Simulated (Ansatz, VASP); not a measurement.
# Two plane-wave programs on In2S

```
CELL_PARAMETERS angstrom
5.01754 0.00000 0.00000
-2.50877 4.34532 0.00000
0.00000 0.00000 3.80753
ATOMIC_POSITIONS crystal
In 0.33333 0.66667 0.42695
In 0.66667 0.33333 0.42695
S 0.00000 0.00000 0.76801
```

Alike in both runs: task relaxation of cell and atoms; functional PBE; k mesh 12 × 12 × 12; occupations gaussian, width 0.1 eV; no spin polarisation.

|  | VASP | Ansatz |
| --- | --- | --- |
| version | VASP 6.6.1 | Ansatz 0.2.0 |
| potentials or method | VASP PAW PBE potentials, release 64 (In_d, S), cutoff 600 eV | scalar-relativistic, plane waves, PAW |
| valence electrons in the cell | 32 | 32 |

```tsv
	VASP	Ansatz	Ansatz less VASP
gap on the k mesh at the Fermi level, each at its own relaxed structure (eV)	none	none	-
relaxed volume (Å³/atom)	27.57	27.58	+0.007
relaxed cell length with the largest relative difference (Å)	3.807	3.809	+0.0016
```

A gap of «none» marks a metal or a gap that the smearing closes.
